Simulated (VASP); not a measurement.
# Ni (Fm-3m) in VASP: notebook, part 2 of 2

VASP 6.6.1. The steps go on from the part before.

## (4) Single point, PBEsol, collinear spin, ferromagnetic start

Contents of INCAR:

```
  PREC = Accurate
  ENCUT = 600
  EDIFF = 1E-6
  ISMEAR = -1
  SIGMA = 5E-4
  LREAL = F
  LASPH = T
  NELM = 200
  ALGO = Normal
  ISIF = 2
  LWAVE = F
  LCHARG = T
  ISPIN = 2
  MAGMOM = 2
  LORBIT = 11
  LMAXMIX = 4
  GGA = PS
  LELF = T
  LVHAR = T
  NBANDS = 15
  GGA_COMPAT = F
```

Contents of KPOINTS:

```
regular mesh
0
Gamma
  14 14 14
```

Contents of POSCAR:

```
Ni
1.0
    0.0000000000      1.7775500000      1.7775500000
    1.7775500000      0.0000000000      1.7775500000
    1.7775500000      1.7775500000      0.0000000000
Ni
1
Direct
    0.0000000000      0.0000000000      0.0000000000
```

Potentials or basis: VASP PAW PBE potentials, release 64 (Ni).

Started as:

```sh
> cat potpaw_PBE.64/Ni/POTCAR > POTCAR
> mpirun -np 1 vasp_std > vasp.out
```

OUTCAR:

```text
PREC = Accurate
   ENCUT = 600
   EDIFF = 1E-6
   ISMEAR = -1
   LREAL = F
   LASPH = T
   NELM = 200
   ISIF = 2
   ISPIN = 2
   LORBIT = 11
   GGA = PS

 ion  position               nearest neighbor table
   1  0.000  0.000  0.000-

  LATTYP: Found a face centered cubic cell.
 ALAT       =     3.5551000000

  Lattice vectors:

 A1 = (   0.0000000000,   1.7775500000,   1.7775500000)
 A2 = (   1.7775500000,   0.0000000000,   1.7775500000)
 A3 = (   1.7775500000,   1.7775500000,   0.0000000000)

Analysis of symmetry for initial positions (statically):
=====================================================================
 Subroutine PRICEL returns:
 Original cell was already a primitive cell.

 Routine SETGRP: Setting up the symmetry group for a
 face centered cubic supercell.

 Subroutine GETGRP returns: Found 48 space group operations
 (whereof 48 operations were pure point group operations)
 out of a pool of 48 trial point group operations.

The static configuration has the point symmetry O_h .

Analysis of symmetry for dynamics (positions and initial velocities):
=====================================================================
 Subroutine PRICEL returns:
 Original cell was already a primitive cell.

 Routine SETGRP: Setting up the symmetry group for a
 face centered cubic supercell.

 Subroutine GETGRP returns: Found 48 space group operations
 (whereof 48 operations were pure point group operations)
 out of a pool of 48 trial point group operations.

The dynamic configuration has the point symmetry O_h .

Analysis of structural, dynamic, and magnetic symmetry:
=====================================================================
 Subroutine PRICEL returns:
 Original cell was already a primitive cell.

 Routine SETGRP: Setting up the symmetry group for a
 face centered cubic supercell.

 Subroutine GETGRP returns: Found 48 space group operations
 (whereof 48 operations were pure point group operations)
 out of a pool of 48 trial point group operations.

The overall configuration has the point symmetry O_h .

 Subroutine INISYM returns: Found 48 space group operations
 (whereof 48 operations are pure point group operations),
 and found     1 'primitive' translations

[... 153 lines left out ...]
      4       6.3547      1.00000
      5       7.4777      1.00000
      6       7.4777      1.00000
      7      32.1780      0.00000
      8      35.7599      0.00000
      9      35.7599      0.00000
     10      35.7599      0.00000
     11      38.5741      0.00000
     12      38.5741      0.00000
     13      38.5741      0.00000
     14      41.6856      0.00000
[... 403 lines left out ...]
      4       6.8326      1.00000
      5       7.4357      1.00000
      6       7.7911      1.00000
      7      23.8781      0.00000
      8      29.2645      0.00000
      9      30.1517      0.00000
     10      32.6137      0.00000
     11      37.4653      0.00000
     12      41.6393      0.00000
     13      43.5558      0.00000
     14      45.6170      0.00000
     15      49.8549      0.00000

 [... further k-points ...]

 spin component 2

 k-point     1 :       0.0000    0.0000    0.0000
  band No.  band energies     occupation
      1      -0.1099      1.00000
      2       7.1398      1.00000
      3       7.1398      1.00000
      4       7.1398      1.00000
      5       8.1433      1.00000
      6       8.1433      1.00000
      7      32.0430      0.00000
      8      35.7630      0.00000
      9      35.7630      0.00000
     10      35.7630      0.00000
     11      38.6933      0.00000
     12      38.6933      0.00000
     13      38.6933      0.00000
     14      41.5832      0.00000
[... 403 lines left out ...]
      4       7.5977      1.00000
      5       8.1620      1.00000
      6       8.5107      1.00000
      7      24.0184      0.00000
      8      29.3635      0.00000
      9      30.1424      0.00000
     10      32.7027      0.00000
     11      37.5917      0.00000
     12      41.6197      0.00000
     13      43.5461      0.00000
     14      45.6439      0.00000
     15      49.9618      0.00000

 [... further k-points ...]
[... 5 lines left out ...]
  --------------------------------------------------------------------------------------
  -------------------------------------------------------------------------------------
  Total       -1.0295368     -1.0295368     -1.0295368      0.0000000      0.0000000      0.0000000
  in kB     -146.8442674   -146.8442674   -146.8442674      0.0000000      0.0000000      0.0000000
  external PRESSURE =    -146.8442674 kB  Pullay stress =       0.0000000 kB

 VOLUME and BASIS-vectors are now :
 -----------------------------------------------------------------------------
  energy-cutoff  :      600.00
  volume of cell :       11.23
      direct lattice vectors                 reciprocal lattice vectors
     0.000000000  1.777550000  1.777550000    -0.281286040  0.281286040  0.281286040
     1.777550000  0.000000000  1.777550000     0.281286040 -0.281286040  0.281286040
     1.777550000  1.777550000  0.000000000     0.281286040  0.281286040 -0.281286040

 POSITION                                       TOTAL-FORCE (eV/Angst)
 -----------------------------------------------------------------------------------
      0.00000      0.00000      0.00000         0.000000     -0.000000     -0.000000
 -----------------------------------------------------------------------------------
    total drift:                                0.000000      0.000000      0.000000

  FREE ENERGIE OF THE ION-ELECTRON SYSTEM (eV)
  ---------------------------------------------------
  free  energy   TOTEN  =        -6.0879419297 eV

  energy  without entropy=       -6.0879356425  energy(sigma->0) =       -6.08793879

 total charge

# of ion       s       p       d       tot
------------------------------------------
    1        0.488   0.476   8.291   9.256

 magnetization (x)

# of ion       s       p       d       tot
------------------------------------------
    1       -0.006  -0.026   0.727   0.695
```

stdout:

```text
POSCAR found type information on POSCAR Ni
 POSCAR found :  1 types and       1 ions
 scaLAPACK will be used
 -----------------------------------------------------------------------------
|                                                                             |
|                                                                             |
|     You enforced a specific xc type in the INCAR file but a different       |
|     I HOPE YOU KNOW WHAT YOU ARE DOING!                                     |
|                                                                             |
 -----------------------------------------------------------------------------

 LDA part: xc-table for (Slater+PW92), standard interpolation
 POSCAR, INCAR and KPOINTS ok, starting setup
 FFT: planning ... GRIDC
 FFT: planning ... GRID_SOFT
 FFT: planning ... GRID
 WAVECAR not read
 entering main loop
```

It took 17 s on 1 thread of Intel Xeon 6975P-C (Granite Rapids), shared host; peak memory 0.16 GiB.

Results:

- Free energy: -6.0879 eV
- Pressure: -14.7 GPa
- Net moment: 0.68 μB per cell
- Site moments: Ni +0.69 μB
- Valence electrons inside the program's atomic spheres: Ni 9.26

Levels at points of the mesh, in eV from the Fermi level:
Spin up:
```csv
k point,band 1,band 2,band 3,band 4,band 5,band 6,band 7,band 8,band 9,band 10
"(0.00, 0.00, 0.00)",-8.85,-2.40,-2.40,-2.40,-1.28,-1.28,23.42,27.00,27.00,27.00
"(0.50, 0.00, 0.00)",-4.72,-2.38,-2.38,-0.65,-0.65,-0.29,5.38,21.93,24.04,24.04
"(0.50, 0.50, 0.00)",-4.51,-4.08,-0.60,-0.53,-0.53,2.37,8.88,14.46,14.46,19.27
```
Spin down:
| k point | band 1 | band 2 | band 3 | band 4 | band 5 | band 6 | band 7 | band 8 | band 9 | band 10 |
| --- | --- | --- | --- | --- | --- | --- | --- | --- | --- | --- |
| (0.00, 0.00, 0.00) | -8.87 | -1.62 | -1.62 | -1.62 | -0.61 | -0.61 | 23.29 | 27.01 | 27.01 | 27.01 |
| (0.50, 0.00, 0.00) | -4.26 | -1.71 | -1.71 | -0.33 | 0.15 | 0.15 | 5.83 | 21.81 | 24.14 | 24.14 |
| (0.50, 0.50, 0.00) | -4.11 | -3.43 | 0.09 | 0.36 | 0.36 | 2.34 | 9.17 | 14.48 | 14.48 | 19.47 |

Caveat: the PAW data sets were made with another functional, which shifts forces and pressure a little.
